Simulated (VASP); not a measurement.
# Ta (Immm) in VASP: a series of runs

The runs below take Ta through single point, with PBE.

Everything below comes from runs of VASP 6.6.1. Logs are shortened: lines on timing, memory, paths and dates and some standing lists are left out, and cuts for length are marked.

## Step 1: The cell of the first run

It takes space group Immm (No. 71, orthorhombic). Conventional cell: a = 3.228 Å, b = 3.319 Å, c = 3.817 Å, α = 90.00°, β = 90.00°, γ = 90.00°. Within 4.0 Å of Ta (site symmetry mmm) lie 14 Ta at 3.00 to 3.82 Å.

## Step 2: Single point, PBE (normal strain along x -0.0275, normal strain along z +0.1500)

Input file INCAR:

```
  PREC = Accurate
  ENCUT = 520
  EDIFF = 1E-6
  ISMEAR = 0
  SIGMA = 0.15
  LREAL = False
  LASPH = True
  NELM = 100
  ALGO = Fast
  ISIF = 2
  LWAVE = False
  LCHARG = False
  GGA = PE
  NBANDS = 12
```

Input file KPOINTS:

```
regular mesh
0
Gamma
  18 18 18
```

Input file POSCAR:

```
Ta
1.0
   -1.6138477708      1.6594835689      1.9084061042
    1.6138477708     -1.6594835689      1.9084061042
    1.6138477708      1.6594835689     -1.9084061042
Ta
1
Direct
    0.0000000000      0.0000000000      0.0000000000
```

Potentials or basis: VASP PAW PBE potentials, release 64 (Ta_pv).

Run with:

```
cat potpaw_PBE.64/Ta_pv/POTCAR > POTCAR
mpirun -np 1 vasp_std > vasp.out
```

OUTCAR:

```text
PREC = Accurate
   ENCUT = 520
   EDIFF = 1E-6
   ISMEAR = 0
   LREAL = False
   LASPH = True
   NELM = 100
   ISIF = 2
   GGA = PE

 ion  position               nearest neighbor table
   1  0.000  0.000  0.000-

  LATTYP: Found a body centered orthorhombic cell.
 ALAT       =     3.2276955416
 B/A-ratio  =     1.0282776349
 C/A-ratio  =     1.1825192802

  Lattice vectors:

 A1 = (  -1.6138477708,   1.6594835689,   1.9084061042)
 A2 = (   1.6138477708,  -1.6594835689,   1.9084061042)
 A3 = (   1.6138477708,   1.6594835689,  -1.9084061042)

Analysis of symmetry for initial positions (statically):
=====================================================================
 Subroutine PRICEL returns:
 Original cell was already a primitive cell.

 Routine SETGRP: Setting up the symmetry group for a
 body centered orthorhombic supercell.

 Subroutine GETGRP returns: Found  8 space group operations
 (whereof  8 operations were pure point group operations)
 out of a pool of  8 trial point group operations.

The static configuration has the point symmetry D_2h.

Analysis of symmetry for dynamics (positions and initial velocities):
=====================================================================
 Subroutine PRICEL returns:
 Original cell was already a primitive cell.

 Routine SETGRP: Setting up the symmetry group for a
 body centered orthorhombic supercell.

 Subroutine GETGRP returns: Found  8 space group operations
 (whereof  8 operations were pure point group operations)
 out of a pool of  8 trial point group operations.

The dynamic configuration has the point symmetry D_2h.

 Subroutine INISYM returns: Found  8 space group operations
 (whereof  8 operations are pure point group operations),
 and found     1 'primitive' translations

----------------------------------------------------------------------------------------

                                     Primitive cell

  volume of cell :      20.4440

  direct lattice vectors                    reciprocal lattice vectors
    -1.613847771  1.659483569  1.908406104     0.000000000  0.301298554  0.261998743
     1.613847771 -1.659483569  1.908406104     0.309818565  0.000000000  0.261998743
     1.613847771  1.659483569 -1.908406104     0.309818565  0.301298554  0.000000000

  length of vectors
[... 80 lines left out ...]
   EDIFF  = 0.1E-05   stopping-criterion for ELM
   LREAL  =      F    real-space projection
   EDIFFG = 0.1E-04   stopping-criterion for IOM
   NSW    =      0    number of steps for IOM
   IBRION =     -1    ionic relax: 0-MD 1-quasi-New 2-CG
   NFREE  =      0    steps in history (QN), initial steepest desc. (CG)
   ISIF   =      2    stress and relaxation
   ISYM   =      2    0-nonsym 1-usesym 2-fastsym
   POTIM  = 0.5000    time-step for ionic-motion
   TEBEG  =    0.0;   TEEND  =   0.0 temperature during run
   PSTRESS=    0.0 pullay stress
   NELECT =      11.0000    total number of electrons
   NUPDOWN=      -1.0000    fix difference up-down
   EMIN   =  10.00;   EMAX   =-10.00  energy-range for DOS
   EFERMI =   0.00;   METHOD = LEGACY
   ISMEAR =     0;   SIGMA  =   0.15  broadening in eV -4-tet -1-fermi 0-gaus
   EFERMI_NEDOS =   21; number of points for ismear=-14 and -15
   IALGO  =     68    algorithm
   IMIX   =      4    mixing-type and parameters
     AMIX     =   0.40;   BMIX     =  1.00
     AMIX_MAG =   1.60;   BMIX_MAG =  1.00
  volume/ion in A,a.u.               =      20.44       137.96
  Fermi-wavevector in a.u.,A,eV,Ry     =   1.331528  2.516223 24.122676  1.772967
  Thomas-Fermi vector in A             =   2.460532
   LORBIT       =      0    0 simple, 1 ext, 2 COOP (PROOUT), +10 PAW based schemes
   GGA     = PE    functional components
   LHFCALC =     F    Hartree Fock is set to
   AEXX    =    0.0000 exact exchange contribution
   IVDW    =     0    specifies the selected vdW correction
   LEPSILON=     F    determine dielectric tensor
   LRPA    =     F    only Hartree local field effects (RPA)
 non-spin polarized calculation
 RMM-DIIS sequential band-by-band and
 Gauss-broadening in eV      SIGMA  =   0.15
  energy-cutoff  :      520.00
  volume of cell :       20.44
 maximum number of plane-waves:       570
   NGX = 11   NGY = 11   NGZ = 11

 number of electron      11.0000000 magnetization

 Free energy of the ion-electron system (eV)
  ---------------------------------------------------
  ext. energy  EPLUGINS =         0.00000000
  ---------------------------------------------------
  free energy    TOTEN  =       -11.62811333 eV

  energy without entropy =      -11.61179874  energy(sigma->0) =      -11.61995603

 E-fermi :   4.6198     XC(G=0): -11.9838

 val. band max:        4.6170151989   @ k =  -0.2778   0.3889   0.1667
 cond. band min:       4.6207083441   @ k =   0.3333  -0.1667   0.0556
 fundamental gap:      0.0036931453
 Fermi energy:         4.6198013304

 k-point     1 :       0.0000    0.0000    0.0000
  band No.  band energies     occupation
      1     -29.0758      2.00000
      2     -29.0674      2.00000
      3     -29.0547      2.00000
      4      -2.9098      2.00000
      5       4.7519      0.21306
      6       5.1132      0.00000
      7       6.4095      0.00000
      8       6.8426      0.00000
      9       8.7465      0.00000
     10      17.6146      0.00000
     11      19.6492      0.00000
     12      20.2144      0.00000
[... 331 lines left out ...]
 k-point    24 :      -0.2778    0.0556    0.0000
  band No.  band energies     occupation
      1     -29.4755      2.00000
      2     -29.1569      2.00000
      3     -29.0865      2.00000
      4      -0.8417      2.00000
      5       4.1649      1.99998
      6       4.8242      0.05401
      7       6.6084      0.00000
      8       7.7099      0.00000
      9       8.5269      0.00000
     10      17.7924      0.00000
     11      18.7483      0.00000
     12      19.3656      0.00000

 [... further k-points ...]
[... 5 lines left out ...]
  --------------------------------------------------------------------------------------
  -------------------------------------------------------------------------------------
  Total       -1.6396730     -1.7320559     -2.8057691     -0.0000000      0.0000000      0.0000000
  in kB     -128.4995255   -135.7394760   -219.8853026     -0.0000000      0.0000000      0.0000000
  external PRESSURE =    -161.3747681 kB  Pullay stress =       0.0000000 kB

 VOLUME and BASIS-vectors are now :
 -----------------------------------------------------------------------------
  energy-cutoff  :      520.00
  volume of cell :       20.44
      direct lattice vectors                 reciprocal lattice vectors
    -1.613847771  1.659483569  1.908406104     0.000000000  0.301298554  0.261998743
     1.613847771 -1.659483569  1.908406104     0.309818565  0.000000000  0.261998743
     1.613847771  1.659483569 -1.908406104     0.309818565  0.301298554  0.000000000

 POSITION                                       TOTAL-FORCE (eV/Angst)
 -----------------------------------------------------------------------------------
      0.00000      0.00000      0.00000        -0.000000      0.000000      0.000000
 -----------------------------------------------------------------------------------
    total drift:                                0.000000      0.000000      0.000000

  FREE ENERGIE OF THE ION-ELECTRON SYSTEM (eV)
  ---------------------------------------------------
  free  energy   TOTEN  =       -11.6281133287 eV

  energy  without entropy=      -11.6117987366  energy(sigma->0) =      -11.61995603
```

OSZICAR:

```text
N       E                     dE             d eps       ncg     rms          rms(c)
DAV:   1     0.605052387813E+02    0.60505E+02   -0.60726E+03 20784   0.855E+02
DAV:   2    -0.110988181074E+02   -0.71604E+02   -0.69868E+02 23268   0.239E+02
DAV:   3    -0.121938776544E+02   -0.10951E+01   -0.10802E+01 25408   0.278E+01
DAV:   4    -0.121975261607E+02   -0.36485E-02   -0.36480E-02 22896   0.178E+00
DAV:   5    -0.121975424999E+02   -0.16339E-04   -0.16339E-04 25528   0.113E-01    0.108E+01
RMM:   6    -0.117490726457E+02    0.44847E+00   -0.32623E-01 22193   0.466E+00    0.492E+00
RMM:   7    -0.116281409172E+02    0.12093E+00   -0.31282E-01 22937   0.444E+00    0.441E-01
RMM:   8    -0.116280590220E+02    0.81895E-04   -0.14810E-02 24611   0.105E+00    0.294E-01
RMM:   9    -0.116281091198E+02   -0.50098E-04   -0.26330E-03 25764   0.424E-01    0.717E-02
RMM:  10    -0.116280988589E+02    0.10261E-04   -0.42254E-04 26848   0.152E-01    0.785E-03
RMM:  11    -0.116281093466E+02   -0.10488E-04   -0.11839E-04 28130   0.671E-02    0.125E-02
RMM:  12    -0.116281117938E+02   -0.24472E-05   -0.23849E-05 27626   0.261E-02    0.382E-02
RMM:  13    -0.116281130524E+02   -0.12586E-05   -0.44163E-06 20819   0.112E-02    0.198E-02
RMM:  14    -0.116281133287E+02   -0.27629E-06   -0.65916E-07 17034   0.459E-03
   1 F= -.11628113E+02 E0= -.11619956E+02  d E =-.163146E-01
```

stdout:

```text
POSCAR found type information on POSCAR Ta
 POSCAR found :  1 types and       1 ions
 scaLAPACK will be used
 LDA part: xc-table for (Slater+PW92), standard interpolation
 POSCAR, INCAR and KPOINTS ok, starting setup
 FFT: planning ... GRIDC
 FFT: planning ... GRID_SOFT
 FFT: planning ... GRID
 WAVECAR not read
 entering main loop
WARNING in EDDRMM: call to ZHEGV failed, returncode =   6  3     12
WARNING in EDDRMM: call to ZHEGV failed, returncode =   8  4     11
WARNING in EDDRMM: call to ZHEGV failed, returncode =   6  3     12
```

Wall time 64 s (1 thread of Intel Xeon 6975P-C (Granite Rapids), shared host); peak memory 0.31 GiB.

What came out:

```yaml
Free_energy: -11.6281 eV
Pressure: -16.1 GPa
```

Stress tensor (GPa, compression positive):
```
-12.85   0.00   0.00
  0.00 -13.57   0.00
  0.00   0.00 -21.99
```

Caveat: the cell differs from its parent crystal (normal strain along x -0.0275, normal strain along z +0.1500); spin-orbit coupling is left out, which moves the levels of the heavy elements.

## Step 3: Single point, PBE (normal strain along x +0.0825, normal strain along z +0.0375)

Input file INCAR:

```
SYSTEM = Ta
  ALGO = Fast
  EDIFF = 1E-6
  ENCUT = 520
  GGA = PE
  ISIF = 2
  ISMEAR = 0
  LASPH = .True.
  LCHARG = .False.
  LREAL = .False.
  LWAVE = .False.
  NBANDS = 12
  NELM = 80
  PREC = Accurate
  SIGMA = 0.15
```

Input file KPOINTS:

```
k-points
0
Gamma
  18 18 18
  0 0 0
```

Input file POSCAR:

```
Ta
1.0
   -1.7963909633      1.6594835689      1.7217142027
    1.7963909633     -1.6594835689      1.7217142027
    1.7963909633      1.6594835689     -1.7217142027
Ta
1
Direct
    0.0000000000      0.0000000000      0.0000000000
```

Potentials or basis: VASP PAW PBE potentials, release 64 (Ta_pv).

Run with:

```
cat potpaw_PBE.64/Ta_pv/POTCAR > POTCAR
mpirun -np 1 vasp_std > vasp.out
```

OUTCAR:

```text
SYSTEM = Ta
   EDIFF = 1E-6
   ENCUT = 520
   GGA = PE
   ISIF = 2
   ISMEAR = 0
   LASPH = .True.
   LREAL = .False.
   NELM = 80
   PREC = Accurate

 ion  position               nearest neighbor table
   1  0.000  0.000  0.000-

  LATTYP: Found a body centered orthorhombic cell.
 ALAT       =     3.3189671378
 B/A-ratio  =     1.0375000000
 C/A-ratio  =     1.0825000000

  Lattice vectors:

 A1 = (  -1.7963909633,  -1.6594835689,  -1.7217142027)
[... 532 lines left out ...]
      3     -29.1365      2.00000
      4      -0.7008      2.00000
      5       3.7937      2.00000
      6       4.5434      0.71385
      7       7.3109      0.00000
      8       7.7298      0.00000
      9       8.2806      0.00000
     10      18.7014      0.00000
     11      18.9916      0.00000
     12      19.9456      0.00000

 [... further k-points ...]
[... 5 lines left out ...]
  --------------------------------------------------------------------------------------
  -------------------------------------------------------------------------------------
  Total       -2.6162875     -1.9759954     -2.2425514      0.0000000     -0.0000000      0.0000000
  in kB     -204.1743489   -154.2061292   -175.0080837      0.0000000     -0.0000000      0.0000000
  external PRESSURE =    -177.7961873 kB  Pullay stress =       0.0000000 kB

 VOLUME and BASIS-vectors are now :
 -----------------------------------------------------------------------------
  energy-cutoff  :      520.00
  volume of cell :       20.53
      direct lattice vectors                 reciprocal lattice vectors
    -1.796390963  1.659483569  1.721714203     0.000000000  0.301298554  0.290408245
     1.796390963 -1.659483569  1.721714203     0.278335847  0.000000000  0.290408245
     1.796390963  1.659483569 -1.721714203     0.278335847  0.301298554  0.000000000

 POSITION                                       TOTAL-FORCE (eV/Angst)
 -----------------------------------------------------------------------------------
      0.00000      0.00000      0.00000         0.000000      0.000000      0.000000
 -----------------------------------------------------------------------------------
    total drift:                                0.000000      0.000000      0.000000

  FREE ENERGIE OF THE ION-ELECTRON SYSTEM (eV)
  ---------------------------------------------------
  free  energy   TOTEN  =       -11.6697349295 eV

  energy  without entropy=      -11.6527044990  energy(sigma->0) =      -11.66121971
```

Wall time 66 s (1 thread of Intel Xeon 6975P-C (Granite Rapids), shared host); peak memory 0.31 GiB.

Results:

```
Free energy : -11.6697 eV
Pressure    : -17.8 GPa
```

Stress tensor (GPa, compression positive):
```
-20.42   0.00   0.00
  0.00 -15.42   0.00
  0.00   0.00 -17.50
```

Caveat: the cell differs from its parent crystal (normal strain along x +0.0825, normal strain along z +0.0375); spin-orbit coupling is left out, which moves the levels of the heavy elements.

## Step 4: Single point, PBE (normal strain along x +0.0550, normal strain along z +0.0750)

Input file INCAR:

```
SYSTEM = Ta
  ALGO = Fast
  EDIFF = 1E-6
  ENCUT = 520
  GGA = PE
  ISIF = 2
  ISMEAR = 0
  LASPH = .True.
  LCHARG = .True.
  LELF = .True.
  LREAL = .False.
  LVHAR = .True.
  LWAVE = .False.
  NBANDS = 12
  NELM = 60
  PREC = Accurate
  SIGMA = 0.15
```

KPOINTS is that of step 3.

Input file POSCAR:

```
Ta
1.0
   -1.7507551652      1.6594835689      1.7839448366
    1.7507551652     -1.6594835689      1.7839448366
    1.7507551652      1.6594835689     -1.7839448366
Ta
1
Direct
    0.0000000000      0.0000000000      0.0000000000
```

Run with:

```
cat potpaw_PBE.64/Ta_pv/POTCAR > POTCAR
mpirun -np 1 vasp_std > vasp.out
```

Wall time 63 s (1 thread of Intel Xeon 6975P-C (Granite Rapids), shared host); peak memory 0.31 GiB.

Results (log left out):

```
Free energy : -11.6483 eV
Pressure    : -19.0 GPa
```

Stress tensor (GPa, compression positive):
```
-19.56   0.00   0.00
  0.00 -16.61   0.00
  0.00   0.00 -20.81
```

Levels at points of the mesh, in eV from the Fermi level:
| k point | band 2 | band 3 | band 4 | band 5 | band 6 | band 7 | band 8 | band 9 | band 10 | band 11 |
| --- | --- | --- | --- | --- | --- | --- | --- | --- | --- | --- |
| (0.00, 0.00, 0.00) | -33.65 | -33.64 | -7.38 | 0.25 | 0.85 | 1.04 | 2.96 | 3.91 | 13.86 | 14.15 |
| (0.50, 0.00, 0.00) | -33.90 | -33.67 | -3.80 | -1.33 | 1.13 | 3.20 | 4.53 | 6.44 | 9.63 | 11.20 |
| (0.00, 0.50, 0.00) | -33.86 | -33.64 | -3.89 | -0.71 | 0.79 | 2.68 | 3.89 | 6.36 | 9.36 | 11.60 |
| (0.50, 0.50, 0.00) | -33.91 | -33.67 | -3.78 | -1.52 | 1.24 | 3.53 | 4.56 | 6.50 | 9.74 | 11.08 |
| (0.50, 0.50, 0.50) | -34.19 | -34.10 | -3.14 | -3.00 | 5.62 | 5.68 | 5.86 | 6.72 | 7.17 | 8.53 |

Caveat: the cell differs from its parent crystal (normal strain along x +0.0550, normal strain along z +0.0750); spin-orbit coupling is left out, which moves the levels of the heavy elements.

## Step 5: Single point, PBE (normal strain along x +0.0275, normal strain along z +0.1125)

Input file INCAR:

```
SYSTEM = Ta
  PREC = Accurate
  ENCUT = 520
  EDIFF = 1E-6
  ISMEAR = 0
  SIGMA = 0.15
  LREAL = .FALSE.
  LASPH = .TRUE.
  NELM = 60
  ALGO = Fast
  ISIF = 2
  LWAVE = .FALSE.
  LCHARG = .TRUE.
  GGA = PE
  LELF = .TRUE.
  LVHAR = .TRUE.
  NBANDS = 12
```

Input file KPOINTS:

```
regular mesh
0
G
  18 18 18
  0 0 0
```

Input file POSCAR:

```
Ta
1.0
   -1.7051193670      1.6594835689      1.8461754704
    1.7051193670     -1.6594835689      1.8461754704
    1.7051193670      1.6594835689     -1.8461754704
Ta
1
Direct
    0.0000000000      0.0000000000      0.0000000000
```

Run with:

```
cat potpaw_PBE.64/Ta_pv/POTCAR > POTCAR
mpirun -np 1 vasp_std > vasp.out
```

Wall time 60 s (1 thread of Intel Xeon 6975P-C (Granite Rapids), shared host); peak memory 0.31 GiB.

The run converged. Its results:

- Free energy: -11.6150 eV
- Pressure: -19.6 GPa

Stress tensor (GPa, compression positive):
```
-18.43   0.00   0.00
  0.00 -17.12   0.00
  0.00   0.00 -23.26
```

Levels at points of the mesh, in eV from the Fermi level:
| k point | band 1 | band 2 | band 3 | band 4 | band 5 | band 6 | band 7 | band 8 | band 9 | band 10 |
| --- | --- | --- | --- | --- | --- | --- | --- | --- | --- | --- |
| (0.00, 0.00, 0.00) | -33.72 | -33.71 | -33.70 | -7.38 | 0.26 | 0.58 | 1.34 | 2.70 | 3.95 | 13.39 |
| (0.50, 0.00, 0.00) | -34.42 | -33.93 | -33.72 | -3.84 | -1.00 | 0.92 | 2.61 | 4.44 | 6.22 | 9.33 |
| (0.00, 0.50, 0.00) | -34.43 | -33.91 | -33.70 | -3.89 | -0.67 | 0.74 | 2.40 | 4.05 | 6.21 | 9.20 |
| (0.50, 0.50, 0.00) | -34.40 | -33.98 | -33.75 | -3.74 | -1.82 | 1.39 | 3.98 | 4.60 | 6.47 | 9.76 |
| (0.50, 0.50, 0.50) | -34.30 | -34.18 | -34.14 | -3.18 | -2.94 | 5.45 | 5.70 | 5.79 | 5.92 | 7.80 |

Caveat: the cell differs from its parent crystal (normal strain along x +0.0275, normal strain along z +0.1125); spin-orbit coupling is left out, which moves the levels of the heavy elements.

## Step 6: Single point, PBE (normal strain along x +0.1100, normal strain along z +0.0375)

Input file INCAR:

```
SYSTEM = Ta
ALGO = Fast
EDIFF = 1E-6
ENCUT = 520
GGA = PE
ISIF = 2
ISMEAR = 0
LASPH = .True.
LCHARG = .False.
LREAL = .False.
LWAVE = .False.
NBANDS = 12
NELM = 60
PREC = Accurate
SIGMA = 0.15
```

Input file KPOINTS:

```
k-points
0
Gamma
  18 18 18
  0 0 0
```

Input file POSCAR:

```
Ta
1.0
   -1.8420267615      1.6594835689      1.7217142027
    1.8420267615     -1.6594835689      1.7217142027
    1.8420267615      1.6594835689     -1.7217142027
Ta
1
Direct
    0.0000000000      0.0000000000      0.0000000000
```

Potentials or basis: VASP PAW PBE potentials, release 64 (Ta_pv).

Run with:

```
cat potpaw_PBE.64/Ta_pv/POTCAR > POTCAR
mpirun -np 1 vasp_std > vasp.out
```

It took 60 s on 1 thread of Intel Xeon 6975P-C (Granite Rapids), shared host; peak memory 0.31 GiB.

Results (log left out):

| Quantity | Value |
| --- | --- |
| Free energy | -11.5978 eV |
| Pressure | -20.5 GPa |

Stress tensor (GPa, compression positive):
```
-23.76   0.00   0.00
  0.00 -18.01   0.00
  0.00   0.00 -19.66
```

Levels at points of the mesh, in eV from the Fermi level:
```
           k point  band 3  band 4  band 5  band 6  band 7  band 8
(0.00, 0.00, 0.00)  -33.72   -7.35    0.22    0.65    1.29    2.71
(0.50, 0.00, 0.00)  -33.77   -3.71   -1.75    1.34    3.85    4.58
(0.00, 0.50, 0.00)  -33.72   -3.86   -0.63    0.71    2.40    3.94
(0.50, 0.50, 0.00)  -33.75   -3.79   -1.06    0.95    2.69    4.45
(0.50, 0.50, 0.50)  -34.15   -3.13   -2.91    5.41    5.63    5.74
```

Caveat: the cell differs from its parent crystal (normal strain along x +0.1100, normal strain along z +0.0375); spin-orbit coupling is left out, which moves the levels of the heavy elements.

## Step 7: The runs side by side

```csv
cell,gap on the mesh (eV),pressure (GPa)
"a = 3.000 Å, angles 114.9, 112.8, 101.0°, 1 atom",none,-16.1
"a = 2.991 Å, angles 106.2, 112.6, 109.7°, 1 atom",none,-17.8
"a = 3.000 Å, angles 108.6, 112.8, 107.0°, 1 atom",none,-19.0
"a = 3.012 Å, angles 111.0, 113.1, 104.4°, 1 atom",none,-19.6
"a = 3.018 Å, angles 104.8, 113.3, 110.4°, 1 atom",none,-20.5
```

Alike in all rows: task single point; level PBE; potentials or basis VASP PAW PBE potentials, release 64 (Ta_pv); no spin polarisation; k mesh 18 × 18 × 18; cutoff (eV) 520; smearing gaussian 0.15 eV.

Caveats: spin-orbit coupling is left out, which moves the levels of the heavy elements.

Absolute energies hang on the potentials; compare differences alone.
